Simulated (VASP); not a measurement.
# Hf in VASP: a series of runs

Runs on Hf. Level: PBEsol. Tasks: single point.

All numbers are computed with VASP 6.6.1; they aren't measurements. Logs are shortened: lines on timing, memory, paths and dates and some standing lists are left out, and cuts for length are marked.

## (1) The cell of the first run

The structure is orthorhombic, space group Immm (No. 71). Conventional cell: a = 3.108 Å, b = 3.171 Å, c = 4.440 Å, α = 90.00°, β = 90.00°, γ = 90.00°. Within 4.1 Å of Hf (site symmetry mmm) lie 12 Hf at 3.11 to 3.17 Å.

## (2) Single point, PBEsol

INCAR reads:

```
PREC = Accurate
ENCUT = 520
EDIFF = 1E-6
ISMEAR = -1
SIGMA = 0.05
LREAL = F
LASPH = T
NELM = 100
ALGO = Normal
ISIF = 2
LWAVE = F
LCHARG = F
GGA = PS
NBANDS = 11
```

KPOINTS reads:

```
Automatic mesh
0
Gamma
  9 9 9
```

POSCAR reads:

```
Hf
1.0
    0.0222000000      2.2200000000      2.2200000000
    2.2200000000      0.0222000000      2.2200000000
    2.2422000000      2.2422000000      0.0000000000
Hf
1
Direct
    0.0000000000      0.0000000000      0.0000000000
```

Potentials or basis: VASP PAW PBE potentials, release 64 (Hf_pv).

Launch:

```bash
cat potpaw_PBE.64/Hf_pv/POTCAR > POTCAR
mpirun -np 1 vasp_std > vasp.out
```

OUTCAR:

```text
PREC = Accurate
   ENCUT = 520
   EDIFF = 1E-6
   ISMEAR = -1
   LREAL = F
   LASPH = T
   NELM = 100
   ISIF = 2
   GGA = PS

 ion  position               nearest neighbor table
   1  0.000  0.000  0.000-

  LATTYP: Found a body centered orthorhombic cell.
 ALAT       =     3.1081585674
 B/A-ratio  =     1.0202020202
 C/A-ratio  =     1.4284985479

  Lattice vectors:

 A1 = (   2.2200000000,   0.0222000000,  -2.2200000000)
 A2 = (  -2.2200000000,  -0.0222000000,  -2.2200000000)
 A3 = (   0.0222000000,   2.2200000000,   2.2200000000)

Analysis of symmetry for initial positions (statically):
=====================================================================
 Subroutine PRICEL returns:
 Original cell was already a primitive cell.

 Routine SETGRP: Setting up the symmetry group for a
 body centered orthorhombic supercell.

 Subroutine GETGRP returns: Found  8 space group operations
 (whereof  8 operations were pure point group operations)
 out of a pool of  8 trial point group operations.

The static configuration has the point symmetry D_2h.

Analysis of symmetry for dynamics (positions and initial velocities):
=====================================================================
 Subroutine PRICEL returns:
 Original cell was already a primitive cell.

 Routine SETGRP: Setting up the symmetry group for a
 body centered orthorhombic supercell.

 Subroutine GETGRP returns: Found  8 space group operations
 (whereof  8 operations were pure point group operations)
 out of a pool of  8 trial point group operations.

The dynamic configuration has the point symmetry D_2h.

 Subroutine INISYM returns: Found  8 space group operations
 (whereof  8 operations are pure point group operations),
 and found     1 'primitive' translations

----------------------------------------------------------------------------------------

                                     Primitive cell

  volume of cell :      21.8799

  direct lattice vectors                    reciprocal lattice vectors
     0.022200000  2.220000000  2.220000000    -0.227500228  0.227500228  0.225225225
     2.220000000  0.022200000  2.220000000     0.227500228 -0.227500228  0.225225225
     2.242200000  2.242200000  0.000000000     0.222995273  0.222995273 -0.225225225

  length of vectors
     3.139632596  3.139632596  3.170949650     0.392732872  0.392732872  0.387530883

  position of ions in fractional coordinates (direct lattice)
     0.000000000  0.000000000  0.000000000

  ion indices of the primitive-cell ions
   primitive index   ion index
                 1           1

----------------------------------------------------------------------------------------

 KPOINTS: Automatic mesh

Automatic generation of k-mesh.
 Grid dimensions read from file:
 generate k-points for:    9    9    9

 Generating k-lattice:

  Cartesian coordinates                     Fractional coordinates (reciprocal lattice)
    -0.025277803  0.025277803  0.025025025     0.111111111  0.000000000  0.000000000
     0.025277803 -0.025277803  0.025025025     0.000000000  0.111111111  0.000000000
     0.024777253  0.024777253 -0.025025025    -0.000000000 -0.000000000  0.111111111

  Length of vectors
     0.043636986  0.043636986  0.043058987

  Shift w.r.t. Gamma in fractional coordinates (k-lattice)
     0.000000000  0.000000000  0.000000000

 Subroutine IBZKPT returns following result:
 ===========================================

 Found    125 irreducible k-points:

 Following reciprocal coordinates:
            Coordinates               Weight
  0.000000  0.000000  0.000000      1.000000
  0.111111  0.000000  0.000000      4.000000
  0.222222 -0.000000  0.000000      4.000000
  0.333333  0.000000  0.000000      4.000000
  0.444444 -0.000000  0.000000      4.000000
  0.111111  0.111111  0.000000      2.000000
[... 16 lines left out ...]
 -0.333333  0.333333  0.000000      2.000000
  0.444444  0.444444  0.000000      2.000000
 [... further k-points ...]
   k-points           NKPTS =    125   k-points in BZ     NKDIM =    125   number of bands    NBANDS=     11
   number of dos      NEDOS =    301   number of ions     NIONS =      1
   total plane-waves  NPLWV =  13824
   dimension x,y,z NGX =    24 NGY =   24 NGZ =   24
   dimension x,y,z NGXF=    48 NGYF=   48 NGZF=   48
   ions per type =               1
   NGX,Y,Z   is equivalent  to a cutoff of  12.71, 12.71, 12.58 a.u.
   NGXF,Y,Z  is equivalent  to a cutoff of  25.42, 25.42, 25.17 a.u.
 SYSTEM =  unknown system
   PREC   = accura    normal or accurate (medium, high low for compatibility)
   ISTART =      0    job   : 0-new  1-cont  2-samecut
   ICHARG =      2    charge: 1-file 2-atom 10-const
   ISPIN  =      1    spin polarized calculation?
   LNONCOLLINEAR =      F non collinear calculations
   LSORBIT =      F    spin-orbit coupling
   LASPH  =      T    aspherical Exc in radial PAW
   ENCUT  =  520.0 eV  38.22 Ry    6.18 a.u.   5.84  5.84  5.90*2*pi/ulx,y,z
   NELM   =    100;   NELMIN=  2; NELMDL= -5     # of ELM steps
   EDIFF  = 0.1E-05   stopping-criterion for ELM
   LREAL  =      F    real-space projection
   EDIFFG = 0.1E-04   stopping-criterion for IOM
   NSW    =      0    number of steps for IOM
   IBRION =     -1    ionic relax: 0-MD 1-quasi-New 2-CG
   NFREE  =      0    steps in history (QN), initial steepest desc. (CG)
   ISIF   =      2    stress and relaxation
   ISYM   =      2    0-nonsym 1-usesym 2-fastsym
   POTIM  = 0.5000    time-step for ionic-motion
   TEBEG  =    0.0;   TEEND  =   0.0 temperature during run
   PSTRESS=    0.0 pullay stress
   NELECT =      10.0000    total number of electrons
   NUPDOWN=      -1.0000    fix difference up-down
   EMIN   =  10.00;   EMAX   =-10.00  energy-range for DOS
   EFERMI =   0.00;   METHOD = LEGACY
   ISMEAR =    -1;   SIGMA  =   0.05  broadening in eV -4-tet -1-fermi 0-gaus
   EFERMI_NEDOS =   21; number of points for ismear=-14 and -15
   IALGO  =     38    algorithm
   IMIX   =      4    mixing-type and parameters
     AMIX     =   0.40;   BMIX     =  1.00
     AMIX_MAG =   1.60;   BMIX_MAG =  1.00
  volume/ion in A,a.u.               =      21.88       147.65
  Fermi-wavevector in a.u.,A,eV,Ry     =   1.261033  2.383006 21.636030  1.590203
  Thomas-Fermi vector in A             =   2.394512
   LORBIT       =      0    0 simple, 1 ext, 2 COOP (PROOUT), +10 PAW based schemes
   GGA     = PS    functional components
   LHFCALC =     F    Hartree Fock is set to
   AEXX    =    0.0000 exact exchange contribution
   IVDW    =     0    specifies the selected vdW correction
   LEPSILON=     F    determine dielectric tensor
   LRPA    =     F    only Hartree local field effects (RPA)
 non-spin polarized calculation
  energy-cutoff  :      520.00
  volume of cell :       21.88
 maximum number of plane-waves:       600
   NGX = 11   NGY = 11   NGZ = 11

 number of electron      10.0000000 magnetization

 Free energy of the ion-electron system (eV)
  ---------------------------------------------------
  ext. energy  EPLUGINS =         0.00000000
  ---------------------------------------------------
  free energy    TOTEN  =       -10.43107438 eV

  energy without entropy =      -10.41459368  energy(sigma->0) =      -10.42283403

 E-fermi :   4.7685     XC(G=0): -11.4962

 val. band max:        4.7616703588   @ k =  -0.2222   0.1111   0.4444
 cond. band min:       4.7692971965   @ k =  -0.3333   0.4444   0.3333
 fundamental gap:      0.0076268377
 Fermi energy:         4.7685363509

 k-point     1 :       0.0000    0.0000    0.0000
  band No.  band energies     occupation
      1     -25.1709      2.00000
      2     -25.1560      2.00000
      3     -25.1399      2.00000
      4      -2.5568      2.00000
      5       5.9719      0.00000
      6       6.1202      0.00000
      7       6.2926      0.00000
      8       8.9975      0.00000
      9       8.9988      0.00000
     10      16.1778      0.00000
     11      17.8496      0.00000

 k-point     2 :       0.1111    0.0000    0.0000
  band No.  band energies     occupation
      1     -25.2581      2.00000
      2     -25.1847      2.00000
      3     -25.1659      2.00000
      4      -2.1133      2.00000
      5       5.7946      0.00000
      6       6.1737      0.00000
      7       6.4037      0.00000
      8       8.7671      0.00000
      9       8.7794      0.00000
     10      17.1034      0.00000
     11      17.8468      0.00000

 k-point     3 :       0.2222   -0.0000    0.0000
  band No.  band energies     occupation
      1     -25.5338      2.00000
      2     -25.2195      2.00000
      3     -25.2050      2.00000
      4      -0.9500      2.00000
      5       5.0337      0.00989
      6       6.3931      0.00000
      7       6.6464      0.00000
      8       8.7381      0.00000
      9       8.7858      0.00000
     10      16.6176      0.00000
     11      17.8525      0.00000

 k-point     4 :       0.3333    0.0000    0.0000
  band No.  band energies     occupation
      1     -25.8334      2.00000
      2     -25.2586      2.00000
      3     -25.2485      2.00000
      4       0.3519      2.00000
      5       4.7896      0.79261
      6       6.0961      0.00000
      7       6.3406      0.00000
      8       9.7315      0.00000
      9       9.8541      0.00000
     10      15.2267      0.00000
     11      17.8356      0.00000
[... 239 lines left out ...]
 k-point    22 :      -0.4444    0.3333    0.0000
  band No.  band energies     occupation
      1     -25.8719      2.00000
      2     -25.5977      2.00000
      3     -25.4329      2.00000
      4       2.2663      2.00000
      5       3.2790      2.00000
      6       5.6163      0.00000
      7       8.6480      0.00000
      8      11.1808      0.00000
      9      12.1999      0.00000
     10      13.6748      0.00000
     11      17.8119      0.00000

 k-point    23 :      -0.3333    0.3333    0.0000
  band No.  band energies     occupation
      1     -25.7624      2.00000
      2     -25.7404      2.00000
      3     -25.3817      2.00000
      4       3.0105      2.00000
      5       3.5079      2.00000
      6       4.9688      0.03576
      7       7.8844      0.00000
      8      10.0811      0.00000
      9      11.4643      0.00000
     10      16.3234      0.00000
     11      16.7450      0.00000

 k-point    24 :       0.4444    0.4444    0.0000
  band No.  band energies     occupation
      1     -25.9578      2.00000
      2     -25.4872      2.00000
      3     -25.4372      2.00000
      4       1.3965      2.00000
      5       2.5944      2.00000
      6       7.0318      0.00000
      7      11.1142      0.00000
      8      11.2276      0.00000
      9      11.3113      0.00000
     10      15.2996      0.00000
     11      15.7718      0.00000

 [... further k-points ...]
[... 5 lines left out ...]
  --------------------------------------------------------------------------------------
  -------------------------------------------------------------------------------------
  Total       -0.1797864     -0.1797864     -0.1882218     -0.1566353      0.0000000      0.0000000
  in kB      -13.1650303    -13.1650303    -13.7827243    -11.4697672      0.0000000      0.0000000
  external PRESSURE =     -13.3709283 kB  Pullay stress =       0.0000000 kB

 VOLUME and BASIS-vectors are now :
 -----------------------------------------------------------------------------
  energy-cutoff  :      520.00
  volume of cell :       21.88
      direct lattice vectors                 reciprocal lattice vectors
     0.022200000  2.220000000  2.220000000    -0.227500228  0.227500228  0.225225225
     2.220000000  0.022200000  2.220000000     0.227500228 -0.227500228  0.225225225
     2.242200000  2.242200000  0.000000000     0.222995273  0.222995273 -0.225225225

 POSITION                                       TOTAL-FORCE (eV/Angst)
 -----------------------------------------------------------------------------------
      0.00000      0.00000      0.00000         0.000000     -0.000000      0.000000
 -----------------------------------------------------------------------------------
    total drift:                               -0.000000      0.000000      0.000000

  FREE ENERGIE OF THE ION-ELECTRON SYSTEM (eV)
  ---------------------------------------------------
  free  energy   TOTEN  =       -10.4310743787 eV

  energy  without entropy=      -10.4145936838  energy(sigma->0) =      -10.42283403
```

It took 42 s on 1 thread of AMD EPYC 7R13, shared host; peak memory 0.13 GiB.

What came out:

- Free energy: -10.4311 eV
- Pressure: -1.3 GPa
- Band gap on the k mesh: zero (band 5 reaches 5.97 eV, above the bottom of band 6 at 4.15 eV)

Stress tensor (GPa, compression positive):
```
-1.32 -1.15  0.00
-1.15 -1.32  0.00
 0.00  0.00 -1.38
```

Caveat: the PAW data sets were made with another functional, which shifts forces and pressure a little; spin-orbit coupling is left out, which moves the levels of the heavy elements.

(Part 1 of 2 ends here.)
